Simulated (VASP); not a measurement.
Write the native input for VASP 6.6.1 that does the following.

| Property | Result |
| --- | --- |
| Task | single point |
| Functional | PBE |
| Potentials or basis | VASP PAW PBE potentials, release 64 (Si) |
| Cutoff | 400 eV |
| k mesh | 2 × 2 × 2 |
| Occupations | gaussian, width 0.02 eV |
| Spin | no spin polarisation |
| Dipole correction | no |
| Further INCAR settings | LREAL = Auto; ALGO = Normal; EDIFF = 1e-06; NBANDS = 138 |

The structure of Si (a cell with a defect) lies in POSCAR:

```
Si
1.0
    8.2051406440      0.0000000000      8.2051406440
    8.2051406440      8.2051406440      0.0000000000
    0.0000000000      8.2051406440      8.2051406440
Si
53
Direct
    0.1817666588      0.1817667807      0.1817665369
    0.2486982964      0.5812488423      0.2486982964
    0.2503209986      0.9279728807      0.2503208768
    0.5812488423      0.2486982964      0.2486982964
    0.5819949599      0.5819949599      0.2493848172
    0.5823320047      0.9172939656      0.2495789029
    0.9279728807      0.2503209986      0.2503208768
    0.9172939047      0.5823320656      0.2495788420
    0.9180515395      0.9180515395      0.2502163082
    0.2486983574      0.2486983574      0.5812489032
    0.2493848172      0.5819949599      0.5819949599
    0.2495789638      0.9172940266      0.5823318219
    0.5819949599      0.2493848172      0.5819949599
    0.5825172544      0.5825172544      0.5825173763
    0.5829121897      0.9162502907      0.5829121897
    0.9172940875      0.2495789029      0.5823318828
    0.9162502907      0.5829121897      0.5829121897
    0.9167947055      0.9167947055      0.5832801298
    0.2503209986      0.2503209986      0.9279727588
    0.2495789029      0.5823318828      0.9172940875
    0.2502163691      0.9180514786      0.9180514786
    0.5823318828      0.2495787810      0.9172942094
    0.5829121288      0.5829121288      0.9162503516
    0.5832801908      0.9167946445      0.9167946445
    0.9180514786      0.2502163691      0.9180514786
    0.9167946445      0.5832801908      0.9167946445
    0.9167919633      0.9167919633      0.9167919633
    0.1672563652      0.4916185078      0.1672566089
    0.1678211940      0.8370213014      0.1678211940
    0.4916186297      0.1672563652      0.1672567308
    0.4985071771      0.4985071771      0.1661785653
    0.5000382294      0.8323462444      0.1671337591
    0.8370213014      0.1678211940      0.1678211940
    0.8323461225      0.5000382294      0.1671337591
    0.8351124980      0.8351124980      0.1661538247
    0.1672565480      0.1672564261      0.4916189344
    0.1661785043      0.4985072380      0.4985072380
    0.1671338201      0.8323461835      0.5000381685
    0.4985072380      0.1661785043      0.4985072380
    0.4990993668      0.4990993668      0.4990993668
    0.4997159924      0.8326291159      0.4997158706
    0.8323461835      0.1671338201      0.5000381685
    0.8326290549      0.4997159315      0.4997159315
    0.8330885839      0.8330884620      0.5004183570
    0.1678211940      0.1678211940      0.8370213014
    0.1671336982      0.5000382904      0.8323461835
    0.1661538856      0.8351124371      0.8351124371
    0.5000382294      0.1671337591      0.8323462444
    0.4997159315      0.4997158096      0.8326291768
    0.5004183570      0.8330884620      0.8330885839
    0.8351124371      0.1661538856      0.8351124371
    0.8330884620      0.5004183570      0.8330885839
    0.8333455570      0.8333455570      0.8333455570
```

One way to write it, as run:

INCAR

```
ALGO     = Normal         # electronic algorithm
EDIFF    = 1E-6           # SCF threshold, eV
ENCUT    = 400            # plane-wave cutoff, eV
GGA      = PE             # functional
GGA_COMPAT= F            
ISIF     = 2              # what is computed and relaxed
ISMEAR   = 0              # smearing method
LASPH    = T              # aspherical terms in the spheres
LCHARG   = F              # write CHGCAR
LREAL    = Auto         
LWAVE    = F              # write WAVECAR
NBANDS   = 138            # bands
NELM     = 120            # most SCF steps
PREC     = Accurate       # precision mode
SIGMA    = 0.02           # smearing width, eV
```

KPOINTS

```
k-points
0
Gamma
  2 2 2
```

Potentials or basis: VASP PAW PBE potentials, release 64 (Si).

Launch:

```bash
$ cat potpaw_PBE.64/Si/POTCAR > POTCAR
$ mpirun -np 1 vasp_std > vasp.out
```

Results of the run:

```json
{
  "Pressure": "-1.1 GPa",
  "Largest force": "0.263 eV/Å",
  "Band gap on the k mesh": "zero (bands 106 and 107 overlap by 0.26 eV)"
}
```

Run time: 14 min on 1 thread of Intel(R) Xeon(R) Platinum 8259CL CPU @ 2.50GHz (Skylake/Cascade Lake) (shared host), peak memory 1 GiB.
